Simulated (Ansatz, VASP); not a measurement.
Two plane-wave programs on Hf2N

```
Hf N
1.0
     5.32190    0.00000    0.00000
     0.00000    5.32190    0.00000
     0.00000    0.00000    3.25783
Hf N
4 2
Direct
  0.29707 0.29707 0.00000
  0.70293 0.70293 0.00000
  0.79707 0.20293 0.50000
  0.20293 0.79707 0.50000
  0.00000 0.00000 0.00000
  0.50000 0.50000 0.50000
```

Alike in both runs: functional r2SCAN; k mesh 4 × 4 × 4; occupations gaussian, width 0.1 eV; no spin polarisation.

Ansatz relaxed the structure, and its values are those at the end. VASP's run is a single point on that final structure, the one shown.

|  | VASP | Ansatz |
| --- | --- | --- |
| version | VASP 6.6.1 | Ansatz 0.2.0 |
| potentials or method | VASP PAW PBE potentials, release 64 (Hf_pv, N), cutoff 520 eV | scalar-relativistic, plane waves, PAW |
| valence electrons in the cell | 50 | 114 |

```csv
,VASP,Ansatz,Ansatz less VASP
gap on the k mesh at the Fermi level (eV),none,none,-
pressure (GPa),-1.5,0.0,+1.49
rms of the force components (eV/Å),0.009,0.000,-0.0087
```

VASP's potentials were made for PBE, not for r2SCAN. A gap of «none» marks a metal or a gap that the smearing closes. The functional is the same, so the differences come from potentials, cutoffs and numerics. VASP's potentials hold 50 valence electrons a cell and Ansatz's 114, so a difference there can come from the potentials and not from the codes.

The k mesh is coarse, so the values compare programs but aren't converged. Neither program's run includes spin-orbit coupling.
